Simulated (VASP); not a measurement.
# BiIr (Fm-3m) in VASP: further runs

Aim: see how the results for BiIr move with the level of theory and the settings. Levels: PBE, PBEsol. Tasks: single point.

Program: VASP 6.6.1. These are calculated values, not measurements. Logs are shortened: lines on timing, memory, paths and dates and some standing lists are left out, and cuts for length are marked.

## Step 1: The cell of the first run

Symmetry: Fm-3m, No. 225, cubic system. The conventional cell has a = 5.626 Å, b = 5.626 Å, c = 5.626 Å, α = 90.00°, β = 90.00°, γ = 90.00°. Within 3.7 Å of Ir (site symmetry m-3m) lie 6 Bi at 2.81 Å. Bi (site symmetry m-3m) has 6 Ir at 2.81 Å within 3.7 Å.

## Step 2: Single point, PBE

Input file INCAR:

```
PREC = Accurate
ENCUT = 520
EDIFF = 1E-7
ISMEAR = 0
SIGMA = 0.05
LREAL = False
LASPH = True
NELM = 100
ALGO = Normal
ISIF = 2
LWAVE = False
LCHARG = False
GGA = PE
NBANDS = 19
```

Input file KPOINTS:

```
regular mesh
0
Gamma
  10 10 10
```

Input file POSCAR:

```
BiIr
1.0
    0.0000000000      2.8128721990      2.8128721990
    2.8128721990      0.0000000000      2.8128721990
    2.8128721990      2.8128721990      0.0000000000
Ir Bi
1 1
Direct
    0.5000000000      0.5000000000      0.5000000000
    0.0000000000      0.0000000000      0.0000000000
```

Potentials or basis: VASP PAW PBE potentials, release 64 (Ir, Bi_d).

Launch:

```bash
> cat potpaw_PBE.64/Ir/POTCAR potpaw_PBE.64/Bi_d/POTCAR > POTCAR
> mpirun -np 1 vasp_std > vasp.out
```

OUTCAR:

```text
PREC = Accurate
   ENCUT = 520
   EDIFF = 1E-7
   ISMEAR = 0
   LREAL = False
   LASPH = True
   NELM = 100
   ISIF = 2
   GGA = PE

 ion  position               nearest neighbor table
   1  0.500  0.500  0.500-   2 2.81   2 2.81   2 2.81   2 2.81   2 2.81   2 2.81
   2  0.000  0.000  0.000-   1 2.81   1 2.81   1 2.81   1 2.81   1 2.81   1 2.81

  LATTYP: Found a face centered cubic cell.
 ALAT       =     5.6257443980

  Lattice vectors:

 A1 = (   0.0000000000,   2.8128721990,   2.8128721990)
 A2 = (   2.8128721990,   0.0000000000,   2.8128721990)
 A3 = (   2.8128721990,   2.8128721990,   0.0000000000)

Analysis of symmetry for initial positions (statically):
=====================================================================
 Subroutine PRICEL returns:
 Original cell was already a primitive cell.

 Routine SETGRP: Setting up the symmetry group for a
 face centered cubic supercell.

 Subroutine GETGRP returns: Found 48 space group operations
 (whereof 48 operations were pure point group operations)
 out of a pool of 48 trial point group operations.

The static configuration has the point symmetry O_h .

Analysis of symmetry for dynamics (positions and initial velocities):
=====================================================================
 Subroutine PRICEL returns:
 Original cell was already a primitive cell.

 Routine SETGRP: Setting up the symmetry group for a
 face centered cubic supercell.

 Subroutine GETGRP returns: Found 48 space group operations
 (whereof 48 operations were pure point group operations)
 out of a pool of 48 trial point group operations.

The dynamic configuration has the point symmetry O_h .

 Subroutine INISYM returns: Found 48 space group operations
 (whereof 48 operations are pure point group operations),
 and found     1 'primitive' translations

----------------------------------------------------------------------------------------

                                     Primitive cell

  volume of cell :      44.5123

  direct lattice vectors                    reciprocal lattice vectors
     0.000000000  2.812872199  2.812872199    -0.177754254  0.177754254  0.177754254
     2.812872199  0.000000000  2.812872199     0.177754254 -0.177754254  0.177754254
     2.812872199  2.812872199  0.000000000     0.177754254  0.177754254 -0.177754254

  length of vectors
     3.978002013  3.978002013  3.978002013     0.307879400  0.307879400  0.307879400

  position of ions in fractional coordinates (direct lattice)
     0.500000000  0.500000000  0.500000000
     0.000000000  0.000000000  0.000000000

  ion indices of the primitive-cell ions
   primitive index   ion index
                 1           1
                 2           2

----------------------------------------------------------------------------------------

 KPOINTS: regular mesh

Automatic generation of k-mesh.
 Grid dimensions read from file:
 generate k-points for:   10   10   10

 Generating k-lattice:

  Cartesian coordinates                     Fractional coordinates (reciprocal lattice)
    -0.017775425  0.017775425  0.017775425     0.100000000  0.000000000  0.000000000
     0.017775425 -0.017775425  0.017775425     0.000000000  0.100000000  0.000000000
     0.017775425  0.017775425 -0.017775425     0.000000000  0.000000000  0.100000000

  Length of vectors
     0.030787940  0.030787940  0.030787940

  Shift w.r.t. Gamma in fractional coordinates (k-lattice)
     0.000000000  0.000000000  0.000000000

 Subroutine IBZKPT returns following result:
 ===========================================

 Found     47 irreducible k-points:

 Following reciprocal coordinates:
            Coordinates               Weight
  0.000000  0.000000  0.000000      1.000000
  0.100000  0.000000  0.000000      8.000000
  0.200000  0.000000  0.000000      8.000000
  0.300000  0.000000  0.000000      8.000000
  0.400000  0.000000  0.000000      8.000000
  0.500000  0.000000  0.000000      4.000000
[... 16 lines left out ...]
  0.300000  0.300000  0.000000      6.000000
  0.400000  0.300000  0.000000     24.000000
 [... further k-points ...]
   k-points           NKPTS =     47   k-points in BZ     NKDIM =     47   number of bands    NBANDS=     19
   number of dos      NEDOS =    301   number of ions     NIONS =      2
   total plane-waves  NPLWV =  27000
   dimension x,y,z NGX =    30 NGY =   30 NGZ =   30
   dimension x,y,z NGXF=    60 NGYF=   60 NGZF=   60
   ions per type =               1   1
   NGX,Y,Z   is equivalent  to a cutoff of  12.54, 12.54, 12.54 a.u.
   NGXF,Y,Z  is equivalent  to a cutoff of  25.07, 25.07, 25.07 a.u.
 SYSTEM =  unknown system
   PREC   = accura    normal or accurate (medium, high low for compatibility)
   ISTART =      0    job   : 0-new  1-cont  2-samecut
   ICHARG =      2    charge: 1-file 2-atom 10-const
   ISPIN  =      1    spin polarized calculation?
   LNONCOLLINEAR =      F non collinear calculations
   LSORBIT =      F    spin-orbit coupling
   LASPH  =      T    aspherical Exc in radial PAW
   ENCUT  =  520.0 eV  38.22 Ry    6.18 a.u.   7.40  7.40  7.40*2*pi/ulx,y,z
   NELM   =    100;   NELMIN=  2; NELMDL= -5     # of ELM steps
   EDIFF  = 0.1E-06   stopping-criterion for ELM
   LREAL  =      F    real-space projection
   EDIFFG = 0.1E-05   stopping-criterion for IOM
   NSW    =      0    number of steps for IOM
   IBRION =     -1    ionic relax: 0-MD 1-quasi-New 2-CG
   NFREE  =      0    steps in history (QN), initial steepest desc. (CG)
   ISIF   =      2    stress and relaxation
   ISYM   =      2    0-nonsym 1-usesym 2-fastsym
   POTIM  = 0.5000    time-step for ionic-motion
   TEBEG  =    0.0;   TEEND  =   0.0 temperature during run
   PSTRESS=    0.0 pullay stress
   NELECT =      24.0000    total number of electrons
   NUPDOWN=      -1.0000    fix difference up-down
   EMIN   =  10.00;   EMAX   =-10.00  energy-range for DOS
   EFERMI =   0.00;   METHOD = LEGACY
   ISMEAR =     0;   SIGMA  =   0.05  broadening in eV -4-tet -1-fermi 0-gaus
   EFERMI_NEDOS =   21; number of points for ismear=-14 and -15
   IALGO  =     38    algorithm
   IMIX   =      4    mixing-type and parameters
     AMIX     =   0.40;   BMIX     =  1.00
     AMIX_MAG =   1.60;   BMIX_MAG =  1.00
  volume/ion in A,a.u.               =      22.26       150.19
  Fermi-wavevector in a.u.,A,eV,Ry     =   1.332453  2.517971 24.156207  1.775431
  Thomas-Fermi vector in A             =   2.461387
   LORBIT       =      0    0 simple, 1 ext, 2 COOP (PROOUT), +10 PAW based schemes
   GGA     = PE    functional components
   LHFCALC =     F    Hartree Fock is set to
   AEXX    =    0.0000 exact exchange contribution
   IVDW    =     0    specifies the selected vdW correction
   LEPSILON=     F    determine dielectric tensor
   LRPA    =     F    only Hartree local field effects (RPA)
 non-spin polarized calculation
 Gauss-broadening in eV      SIGMA  =   0.05
  energy-cutoff  :      520.00
  volume of cell :       44.51
 maximum number of plane-waves:      1243
 NGX is ok and might be reduce to    30
   NGX = 15   NGY = 15   NGZ = 15

 number of electron      24.0000003 magnetization

 Free energy of the ion-electron system (eV)
  ---------------------------------------------------
  ext. energy  EPLUGINS =         0.00000000
  ---------------------------------------------------
  free energy    TOTEN  =       -11.69417934 eV

  energy without entropy =      -11.69115179  energy(sigma->0) =      -11.69266556

 E-fermi :   8.1066     XC(G=0): -11.5380

 val. band max:        8.1060421690   @ k =   0.3000   0.2000   0.1000
 cond. band min:       8.1243970384   @ k =   0.5000   0.4000   0.1000
 fundamental gap:      0.0183548694
 Fermi energy:         8.1065778345

 k-point     1 :       0.0000    0.0000    0.0000
  band No.  band energies     occupation
      1     -14.6397      2.00000
      2     -14.6397      2.00000
      3     -14.5835      2.00000
      4     -14.5835      2.00000
      5     -14.5835      2.00000
      6      -4.7844      2.00000
[... 11 lines left out ...]
     18      18.7281      0.00000
     19      18.7281      0.00000

 k-point     2 :       0.1000    0.0000    0.0000
  band No.  band energies     occupation
      1     -14.6364      2.00000
      2     -14.6364      2.00000
      3     -14.5821      2.00000
      4     -14.5803      2.00000
      5     -14.5803      2.00000
      6      -4.6486      2.00000
[... 11 lines left out ...]
     18      18.2397      0.00000
     19      18.2397      0.00000

 k-point     3 :       0.2000    0.0000    0.0000
  band No.  band energies     occupation
      1     -14.6284      2.00000
      2     -14.6284      2.00000
      3     -14.5786      2.00000
      4     -14.5711      2.00000
      5     -14.5711      2.00000
      6      -4.2547      2.00000
[... 11 lines left out ...]
     18      17.2421      0.00000
     19      17.2606      0.00000

 k-point     4 :       0.3000    0.0000    0.0000
  band No.  band energies     occupation
      1     -14.6198      2.00000
      2     -14.6198      2.00000
      3     -14.5742      2.00000
      4     -14.5586      2.00000
      5     -14.5586      2.00000
      6      -3.6558      2.00000
[... 11 lines left out ...]
     18      17.1985      0.00000
     19      18.2514      0.00000

 k-point     5 :       0.4000    0.0000    0.0000
  band No.  band energies     occupation
      1     -14.6135      2.00000
      2     -14.6135      2.00000
      3     -14.5707      2.00000
      4     -14.5475      2.00000
      5     -14.5475      2.00000
      6      -3.0034      2.00000
[... 11 lines left out ...]
     18      17.3316      0.00000
     19      20.4894      0.00000

 k-point     6 :       0.5000    0.0000    0.0000
  band No.  band energies     occupation
      1     -14.6113      2.00000
      2     -14.6113      2.00000
      3     -14.5694      2.00000
      4     -14.5431      2.00000
      5     -14.5431      2.00000
      6      -2.6751      2.00000
[... 11 lines left out ...]
     18      17.3666      0.00000
     19      22.3091      0.00000

 k-point     7 :       0.1000    0.1000    0.0000
  band No.  band energies     occupation
      1     -14.6373      2.00000
      2     -14.6340      2.00000
      3     -14.5857      2.00000
      4     -14.5773      2.00000
      5     -14.5773      2.00000
      6      -4.6057      2.00000
[... 11 lines left out ...]
     18      18.3942      0.00000
     19      18.3942      0.00000

 k-point     8 :       0.2000    0.1000    0.0000
  band No.  band energies     occupation
      1     -14.6323      2.00000
      2     -14.6276      2.00000
      3     -14.5852      2.00000
      4     -14.5700      2.00000
      5     -14.5688      2.00000
      6      -4.3053      2.00000
[... 256 lines left out ...]
 k-point    20 :      -0.4000    0.2000    0.0000
  band No.  band energies     occupation
      1     -14.6258      2.00000
      2     -14.6054      2.00000
      3     -14.5641      2.00000
      4     -14.5504      2.00000
      5     -14.5417      2.00000
      6      -2.6621      2.00000
[... 11 lines left out ...]
     18      19.2194      0.00000
     19      20.9584      0.00000

 k-point    21 :      -0.3000    0.2000    0.0000
  band No.  band energies     occupation
      1     -14.6272      2.00000
      2     -14.6051      2.00000
      3     -14.5651      2.00000
      4     -14.5516      2.00000
      5     -14.5508      2.00000
      6      -2.9896      2.00000
[... 11 lines left out ...]
     18      18.1635      0.00000
     19      20.3980      0.00000

 k-point    22 :      -0.2000    0.2000    0.0000
  band No.  band energies     occupation
      1     -14.6281      2.00000
      2     -14.6106      2.00000
      3     -14.5725      2.00000
      4     -14.5611      2.00000
      5     -14.5535      2.00000
      6      -3.5094      2.00000
[... 11 lines left out ...]
     18      17.1312      0.00000
     19      20.0898      0.00000

 k-point    23 :       0.3000    0.3000    0.0000
  band No.  band energies     occupation
      1     -14.6308      2.00000
      2     -14.6227      2.00000
      3     -14.5984      2.00000
      4     -14.5432      2.00000
      5     -14.5432      2.00000
      6      -3.4990      2.00000
[... 11 lines left out ...]
     18      19.4010      0.00000
     19      20.5110      0.00000

 k-point    24 :       0.4000    0.3000    0.0000
  band No.  band energies     occupation
      1     -14.6357      2.00000
      2     -14.6177      2.00000
      3     -14.5976      2.00000
      4     -14.5370      2.00000
      5     -14.5356      2.00000
      6      -3.1621      2.00000
[... 11 lines left out ...]
     18      19.6656      0.00000
     19      22.0818      0.00000

 [... further k-points ...]

------------------------ aborting loop because EDIFF is reached ----------------------------------------

  FORCE on cell =-STRESS in cart. coord.  units (eV):
  Direction    XX          YY          ZZ          XY          YZ          ZX
  --------------------------------------------------------------------------------------
  -------------------------------------------------------------------------------------
  Total        0.0273442      0.0273442      0.0273442      0.0000000     -0.0000000     -0.0000000
  in kB        0.9842274      0.9842274      0.9842274      0.0000000     -0.0000000     -0.0000000
  external PRESSURE =       0.9842274 kB  Pullay stress =       0.0000000 kB

 VOLUME and BASIS-vectors are now :
 -----------------------------------------------------------------------------
  energy-cutoff  :      520.00
  volume of cell :       44.51
      direct lattice vectors                 reciprocal lattice vectors
     0.000000000  2.812872199  2.812872199    -0.177754254  0.177754254  0.177754254
     2.812872199  0.000000000  2.812872199     0.177754254 -0.177754254  0.177754254
     2.812872199  2.812872199  0.000000000     0.177754254  0.177754254 -0.177754254

 POSITION                                       TOTAL-FORCE (eV/Angst)
 -----------------------------------------------------------------------------------
      2.81287      2.81287      2.81287         0.000000     -0.000000      0.000000
      0.00000      0.00000      0.00000         0.000000      0.000000      0.000000
 -----------------------------------------------------------------------------------
    total drift:                               -0.000000      0.000000      0.000000

  FREE ENERGIE OF THE ION-ELECTRON SYSTEM (eV)
  ---------------------------------------------------
  free  energy   TOTEN  =       -11.6941793379 eV

  energy  without entropy=      -11.6911517884  energy(sigma->0) =      -11.69266556
```

It took 18 s on 1 thread of AMD EPYC 9R45 (Zen 5), shared host; peak memory 0.17 GiB.

What came out:

- Free energy: -11.6942 eV
- Pressure: 0.1 GPa
- Band gap on the k mesh: zero (band 12 reaches 10.01 eV, above the bottom of band 13 at 7.30 eV)

Caveat: spin-orbit coupling is left out, which moves the levels of the heavy elements.

## Step 3: Single point, PBEsol

Input file INCAR:

```
SYSTEM = BiIr
  PREC = Accurate
  ENCUT = 520
  EDIFF = 1E-6
  ISMEAR = 0
  SIGMA = 0.05
  LREAL = .False.
  LASPH = .True.
  NELM = 100
  ALGO = Normal
  ISIF = 2
  LWAVE = .False.
  LCHARG = .True.
  GGA = PS
  LELF = .True.
  LVHAR = .True.
  NBANDS = 19
```

Input file KPOINTS:

```
regular mesh
0
Gamma
  10 10 10
  0 0 0
```

POSCAR is that of step 2.

Potentials or basis: VASP PAW PBE potentials, release 64 (Ir, Bi_d).

Launch:

```bash
> cat potpaw_PBE.64/Ir/POTCAR potpaw_PBE.64/Bi_d/POTCAR > POTCAR
> mpirun -np 1 vasp_std > vasp.out
```

It took 17 s on 1 thread of AMD EPYC 9R45 (Zen 5), shared host; peak memory 0.16 GiB.

Results (log left out):

```
Free energy            : -12.9945 eV
Pressure               : -5.3 GPa
Band gap on the k mesh : zero (band 12 reaches 9.80 eV, above the bottom of band 13 at 7.14 eV)
```

Levels at points of the mesh, in eV from the Fermi level:
```
           k point  band 10  band 11  band 12  band 13  band 14  band 15
(0.00, 0.00, 0.00)    -1.64    -1.64     1.89     1.89     1.89     3.55
(0.50, 0.00, 0.00)    -1.18    -1.18    -0.85     4.23     5.72     5.72
(0.50, 0.50, 0.00)    -0.93    -0.93    -0.78    -0.78    -0.34     1.38
```

Caveat: the PAW data sets were made with another functional, which shifts forces and pressure a little; spin-orbit coupling is left out, which moves the levels of the heavy elements.
